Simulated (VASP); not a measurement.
**NaH: relaxation of the atoms with r2SCAN**

The system is NaH.

```
Na H
1.0
     0.00000    2.44439    2.44439
     2.44439    0.00000    2.44439
     2.44439    2.44439    0.00000
Na H
1 1
Cartesian
  0.0000 0.0000 0.0000
  2.4444 2.4444 2.4444
```

```yaml
Program: VASP 6.6.1
Task: relaxation of the atoms
Functional: r2SCAN
Potentials_or_basis: VASP PAW PBE potentials, release 64 (Na_pv, H)
Cutoff: 520 eV
k_mesh: 10 × 10 × 10
Occupations: fermi-dirac, width 0.02 eV
Spin: no spin polarisation
Dipole_correction: no
Further_INCAR_settings: ALGO = Normal; EDIFF = 1e-07; IBRION = 2; EDIFFG = -0.01; NSW = 50
```

| Quantity | Value |
| --- | --- |
| Pressure after relaxing | -1.4 GPa |
| Band gap on the k mesh | 4.32 eV, indirect (least direct gap 5.12 eV) |

Final structure:
```
CELL_PARAMETERS angstrom
0.00000 2.44439 2.44439
2.44439 0.00000 2.44439
2.44439 2.44439 0.00000
ATOMIC_POSITIONS crystal
Na 0.00000 0.00000 0.00000
H 0.50000 0.50000 0.50000
```

Levels at points of the mesh, in eV from the valence-band top:
| k point | band 1 | band 2 | band 3 | band 4 | band 5 | band 6 | band 7 | band 8 |
| --- | --- | --- | --- | --- | --- | --- | --- | --- |
| (0.00, 0.00, 0.00) | -22.95 | -22.95 | -22.95 | -3.44 | 11.14 | 16.10 | 16.10 | 16.10 |
| (0.50, 0.00, 0.00) | -23.03 | -22.96 | -22.96 | -0.80 | 4.32 | 11.45 | 13.71 | 13.71 |
| (0.50, 0.50, 0.00) | -23.02 | -22.98 | -22.98 | -0.14 | 5.13 | 10.59 | 11.18 | 11.18 |

Run time: 67 s on 1 thread of Oxide Virtual Turin-like Processor (shared host), peak memory 0.13 GiB.

Caveat: the relaxation stopped at its first step, so nothing moved; the PAW data sets were made with another functional, which shifts forces and pressure a little. A k mesh can miss the band edges.
